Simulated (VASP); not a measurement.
# SnSe (F-43m) in VASP: notebook, part 2 of 2

VASP 6.6.1. The steps go on from the part before.

### Step 4. Relaxation of cell and atoms, PBE

This run uses another cell than the first one, of 25.14 Å³/atom, 0.646 times its volume.

Contents of INCAR:

```
PREC = Accurate ; ENCUT = 600
EDIFF = 1E-6 ; ISMEAR = -1
SIGMA = 0.02 ; LREAL = False
LASPH = True ; NELM = 60
ALGO = Normal ; ISIF = 3
LWAVE = False ; LCHARG = False
GGA = PE ; IBRION = 2
NSW = 80 ; EDIFFG = -0.005
```

Contents of KPOINTS:

```
regular mesh
0
Gamma
  8 8 8
```

Contents of POSCAR:

```
SnSe
1.0
    0.0000000000      2.9293597958      2.9293597958
    2.9293597958      0.0000000000      2.9293597958
    2.9293597958      2.9293597958      0.0000000000
Sn Se
1 1
Direct
    0.0000000000      0.0000000000      0.0000000000
    0.2500000000      0.2500000000      0.2500000000
```

Potentials or basis: VASP PAW PBE potentials, release 64 (Sn_d, Se).

Started as:

```
$ cat potpaw_PBE.64/Sn_d/POTCAR potpaw_PBE.64/Se/POTCAR > POTCAR
$ mpirun -np 1 vasp_std > vasp.out
```

Run time: 1.9 min. Hardware: 1 thread of Intel Xeon Platinum 8488C (Sapphire Rapids), shared host; peak memory 0.22 GiB.

Results (log left out):

```
Free energy                            : -7.7514 eV
Relaxed volume                         : 38.96 Å³/atom
Relaxed cell                           : a = 4.794 Å, b = 4.794 Å, c = 4.794 Å, α = 60.00°, β = 60.00°, γ = 60.00°
Space group after relaxing (to 0.05 Å) : F-43m (No. 216)
Energy gained by relaxing              : 891.4 meV/atom
Ionic steps                            : 5
Pressure after relaxing                : 0.0 GPa
Band gap on the k mesh                 : 0.05 eV, indirect (least direct gap 0.68 eV)
```

The path:
```tsv
step	energy change (eV)	largest force (eV/Å)	pressure (GPa)	volume (Å³)
1	0.0000	0.0000	28.70	50.27
2	-1.6265	0.0000	-3.49	90.67
3	-1.7819	0.0000	0.33	77.05
4	-1.7828	0.0000	-0.04	78.01
5	-1.7828	0.0000	0.02	77.92
```

Final structure:
```xyz
2
Lattice="0.0000 3.3900 3.3900 3.3900 0.0000 3.3900 3.3900 3.3900 0.0000" Properties=species:S:1:pos:R:3 pbc="T T T"
Sn    3.3900    3.3900    0.0000
Se    1.6950    1.6950    1.6950
```

Levels at points of the mesh, in eV from the valence-band top:
```csv
k point,band 6,band 7,band 8,band 9,band 10,band 11,band 12,band 13,band 14
"(0.00, 0.00, 0.00)",-13.15,-5.38,-2.23,-2.23,-2.23,1.47,1.47,1.47,4.79
"(0.50, 0.00, 0.00)",-12.72,-7.12,-2.74,-2.74,-2.16,2.22,2.22,3.26,6.33
"(0.50, 0.50, 0.00)",-12.56,-7.39,-3.41,-3.41,-0.63,0.05,4.24,4.24,5.55
```

Caveat: the volume moved by over 15 % at a fixed basis, so the end points are rough; spin-orbit coupling is left out, which moves the levels of the heavy elements.

### Step 5. Relaxation of cell and atoms, r2SCAN

Contents of POSCAR:

```
SnSe
1.0
    0.0000000000      3.3891331749      3.3891331749
    3.3891331749      0.0000000000      3.3891331749
    3.3891331749      3.3891331749      0.0000000000
Sn Se
1 1
Direct
    0.0000000000      0.0000000000      0.0000000000
    0.2500000000      0.2500000000      0.2500000000
```

Contents of INCAR.step1:

```
ALGO = Normal
EDIFF = 1E-4
ENCUT = 600
GGA = PE
ISMEAR = -1
LASPH = T
LCHARG = F
LREAL = F
LWAVE = T
NELM = 100
PREC = Accurate
SIGMA = 0.02
```

Contents of INCAR.step2:

```
ALGO = Normal
EDIFF = 1E-6
EDIFFG = -0.005
ENCUT = 600
IBRION = 2
ISIF = 3
ISMEAR = -1
ISTART = 1
LASPH = T
LCHARG = F
LMIXTAU = T
LREAL = F
LWAVE = F
METAGGA = R2SCAN
NELM = 100
NSW = 80
PREC = Accurate
SIGMA = 0.02
```

Contents of KPOINTS:

```
k-points
0
Gamma
  6 6 6
```

Started as:

```
$ cat potpaw_PBE.64/Sn_d/POTCAR potpaw_PBE.64/Se/POTCAR > POTCAR
$ cp INCAR.step1 INCAR
$ mpirun -np 1 vasp_std > vasp.out
$ cp INCAR.step2 INCAR
$ mpirun -np 1 vasp_std > vasp.out
```

Run time: 4.7 min. Hardware: 1 thread of Intel Xeon Platinum 8488C (Sapphire Rapids), shared host; peak memory 0.27 GiB.

The run converged. Its results:

| Property | Result |
| --- | --- |
| Free energy | -39.2914 eV |
| Relaxed volume | 38.07 Å³/atom |
| Relaxed cell | a = 4.758 Å, b = 4.758 Å, c = 4.758 Å, α = 60.00°, β = 60.00°, γ = 60.00° |
| Space group after relaxing (to 0.05 Å) | F-43m (No. 216) |
| Energy gained by relaxing | 2.0 meV/atom |
| Ionic steps | 3 |
| Pressure after relaxing | 0.0 GPa |
| Band gap on the k mesh | 0.22 eV, indirect (least direct gap 0.74 eV) |

The path:
```csv
step,energy change (eV),largest force (eV/Å),pressure (GPa),volume (Å³)
1,0.0000,0.0000,-0.72,77.86
2,-0.0038,0.0000,0.11,75.90
3,-0.0039,0.0000,0.00,76.15
```

Final structure:
```
Sn Se
1.0
     0.00000    3.36415    3.36415
     3.36415    0.00000    3.36415
     3.36415    3.36415    0.00000
Sn Se
1 1
Direct
  0.00000 0.00000 0.00000
  0.25000 0.25000 0.25000
```

Levels at points of the mesh, in eV from the valence-band top:
```csv
k point,band 6,band 7,band 8,band 9,band 10,band 11,band 12,band 13,band 14
"(0.00, 0.00, 0.00)",-13.76,-5.22,-2.36,-2.36,-2.36,1.73,1.73,1.73,5.13
"(0.50, 0.00, 0.00)",-13.26,-7.32,-2.89,-2.89,-2.09,2.52,2.52,3.66,6.70
"(0.50, 0.50, 0.00)",-13.09,-7.61,-3.60,-3.60,-0.51,0.22,4.74,4.74,5.97
```

Caveat: the PAW data sets were made with another functional, which shifts forces and pressure a little; spin-orbit coupling is left out, which moves the levels of the heavy elements. A k mesh can miss the band edges.

### Step 6. Single point, PBE, non-collinear spin, zero start, spin-orbit coupling

This run uses another cell than the first one, of 38.07 Å³/atom, 0.978 times its volume.

Contents of INCAR:

```
ALGO = Normal ; EDIFF = 1E-7
ENCUT = 520 ; GGA = PE
GGA_COMPAT = False ; ISIF = 2
ISMEAR = -1 ; LASPH = True
LCHARG = False ; LNONCOLLINEAR = True
LORBIT = 11 ; LORBMOM = True
LREAL = False ; LSORBIT = True
LWAVE = False ; MAGMOM = 0 0 0 0 0 0
NBANDS = 32 ; NELM = 150
PREC = Accurate ; SIGMA = 0.02
```

KPOINTS is that of step 5.

Contents of POSCAR:

```
SnSe
1.0
    0.0000000000      3.3639844462      3.3639844462
    3.3639844462      0.0000000000      3.3639844462
    3.3639844462      3.3639844462      0.0000000000
Sn Se
1 1
Direct
    0.0000000000      0.0000000000      0.0000000000
    0.2500000000      0.2500000000      0.2500000000
```

Potentials or basis: VASP PAW PBE potentials, release 64 (Sn_d, Se).

Started as:

```
$ cat potpaw_PBE.64/Sn_d/POTCAR potpaw_PBE.64/Se/POTCAR > POTCAR
$ mpirun -np 1 vasp_ncl > vasp.out
```

Wall time 2.3 min (1 thread of Intel Xeon Platinum 8488C (Sapphire Rapids), shared host); peak memory 0.42 GiB.

Results (log left out):

```yaml
Free_energy: -7.8193 eV
Pressure: 0.7 GPa
Net_moment: 0.00 μB per cell
Valence_electrons_inside_the_program's_atomic_spheres: Sn 12.05; Se 3.79
```

Moments on the atoms (μB; x, y, z):
```
Sn  0.00 0.00 0.00
Se  0.00 0.00 0.00
```

### Step 7. Overview

```csv
task,level,potentials or basis,spin,cell,k mesh,cutoff (eV),gap on the mesh (eV),pressure (GPa),relaxed volume (Å³/atom)
relaxation of cell and atoms,PBEsol,"VASP PAW PBE potentials, release 64 (Sn_d, Se)",off,"relaxed from a = 4.793 Å, angles 60.0°, 2 atoms",6 × 6 × 6,600,none,0.0,36.85
relaxation of cell and atoms,LDA,"VASP PAW LDA potentials, release 64 (Sn_d, Se)",off,"relaxed from a = 4.793 Å, angles 60.0°, 2 atoms",6 × 6 × 6,600,none,0.0,35.72
relaxation of cell and atoms,PBE,"VASP PAW PBE potentials, release 64 (Sn_d, Se)",off,"relaxed from a = 4.143 Å, angles 60.0°, 2 atoms",8 × 8 × 8,600,0.05,0.0,38.96
relaxation of cell and atoms,r2SCAN,"VASP PAW PBE potentials, release 64 (Sn_d, Se)",off,"relaxed from a = 4.793 Å, angles 60.0°, 2 atoms",6 × 6 × 6,600,0.22,0.0,38.07
single point,PBE,"VASP PAW PBE potentials, release 64 (Sn_d, Se)","non-collinear, zero start, SOC","a = 4.757 Å, angles 60.0°, 2 atoms",6 × 6 × 6,520,-,0.7,-
```

Alike in all rows: smearing fermi-dirac 0.02 eV.

Caveats: spin-orbit coupling is left out, which moves the levels of the heavy elements (some runs); the PAW data sets were made with another functional, which shifts forces and pressure a little (some runs); the volume moved by over 15 % at a fixed basis, so the end points are rough (some runs).

Absolute energies hang on the potentials; compare differences alone.
